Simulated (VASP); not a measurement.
Input of a VASP 6.6.1 run:

File INCAR:

```
  PREC = Accurate
  ENCUT = 520
  EDIFF = 1E-6
  ISMEAR = -1
  SIGMA = 0.05
  LREAL = Auto
  LASPH = T
  NELM = 80
  ALGO = Normal
  ISIF = 2
  LWAVE = F
  LCHARG = F
  GGA = PS
  NBANDS = 360
  NELECT = 634.0
  ISYM = 0
  NCORE = 4
```

File KPOINTS:

```
Automatic mesh
0
Gamma
  1 1 1
  0.25 0.25 0.25
```

POSCAR

```
ZnSn24O48
1.0
    9.5380920000      0.0000000000      0.0000000000
    0.0000000000      9.5380920000      0.0000000000
    0.0000000000      0.0000000000      9.6363030000
Sn O Zn
24 48 1
Direct
    0.0009220000      0.9970820000      0.0057420000
    0.0015590000      0.9928970000      0.3258370000
    0.0150850000      0.9867320000      0.6581530000
    0.0026940000      0.4991480000      0.9974570000
    0.0012720000      0.5072100000      0.3286770000
    0.9979190000      0.5094930000      0.6658990000
    0.4991240000      0.0044460000      0.9996460000
    0.5043120000      0.9990610000      0.3302470000
    0.5006620000      0.9941910000      0.6681650000
    0.4975870000      0.5012640000      0.0023190000
    0.5014690000      0.5008230000      0.3330440000
    0.4946580000      0.5208920000      0.6728010000
    0.2493280000      0.2498950000      0.1616870000
    0.2297820000      0.2485470000      0.4923200000
    0.2498520000      0.2497990000      0.8284500000
    0.2547520000      0.7500330000      0.1652110000
    0.2531910000      0.7500060000      0.4968500000
    0.2468740000      0.7536540000      0.8350020000
    0.7487150000      0.2513490000      0.1636510000
    0.7886130000      0.2474510000      0.4975340000
    0.7392010000      0.2628680000      0.8317680000
    0.7476920000      0.7461020000      0.1659630000
    0.7531620000      0.7543690000      0.4994520000
    0.7536490000      0.7545480000      0.8361480000
    0.1502880000      0.1529770000      0.9947750000
    0.1510490000      0.1488560000      0.3252050000
    0.1691570000      0.1413200000      0.6597660000
    0.1547990000      0.6534810000      0.0002330000
    0.1597080000      0.6507670000      0.3312440000
    0.1548680000      0.6568470000      0.6649950000
    0.6359170000      0.1707250000      0.0005970000
    0.6532540000      0.1631590000      0.3421300000
    0.6476840000      0.1654750000      0.6561050000
    0.6502930000      0.6540390000      0.9980060000
    0.6550220000      0.6515470000      0.3368550000
    0.6562190000      0.6589900000      0.6663780000
    0.3444800000      0.3481890000      0.9962110000
    0.3425940000      0.3462390000      0.3354050000
    0.3513490000      0.3478020000      0.6542110000
    0.3463860000      0.8512230000      0.9990500000
    0.3504370000      0.8488650000      0.3322470000
    0.3440500000      0.8494070000      0.6660250000
    0.8469690000      0.3472610000      0.9953450000
    0.8461930000      0.3551070000      0.3281730000
    0.8263300000      0.3735630000      0.6610840000
    0.8515890000      0.8397830000      0.0053510000
    0.8448750000      0.8475650000      0.3306810000
    0.8493720000      0.8510710000      0.6665590000
    0.0970360000      0.4028950000      0.1650750000
    0.0807020000      0.3982300000      0.4995660000
    0.0992960000      0.4054490000      0.8256650000
    0.1003590000      0.8999390000      0.1649750000
    0.1013220000      0.8974510000      0.4901670000
    0.0933280000      0.9056320000      0.8354330000
    0.5979230000      0.4059710000      0.1670420000
    0.5870800000      0.4099960000      0.8305010000
    0.6009440000      0.9071000000      0.1642300000
    0.5978540000      0.9055600000      0.5000030000
    0.5984710000      0.9052890000      0.8345000000
    0.4038880000      0.0991500000      0.1682390000
    0.4102270000      0.1081140000      0.4976530000
    0.4065150000      0.1003760000      0.8292380000
    0.4050400000      0.5971250000      0.1691380000
    0.4071650000      0.6019820000      0.4989780000
    0.3988430000      0.6031140000      0.8377490000
    0.9002270000      0.0967820000      0.1685910000
    0.9192990000      0.0908820000      0.4945720000
    0.8481740000      0.0675750000      0.8710320000
    0.9026840000      0.5957270000      0.1632120000
    0.9081010000      0.6055440000      0.4964670000
    0.9047840000      0.6003800000      0.8341270000
    0.9371630000      0.1493240000      0.7731810000
    0.5195900000      0.2833800000      0.5223290000
```

Potentials or basis: VASP PAW PBE potentials, release 64 (Sn_d, O, Zn).

Command:

```console
$ cat potpaw_PBE.64/Sn_d/POTCAR potpaw_PBE.64/O/POTCAR potpaw_PBE.64/Zn/POTCAR > POTCAR
$ mpirun -np 4 vasp_std > vasp.out
```

(1) Predict the largest force.

## Answers

(1) 0.222 eV/Å.

Caveat: the cell carries a net charge on a neutralising background, which shifts energy and pressure; the PAW data sets were made with another functional, which shifts forces and pressure a little.
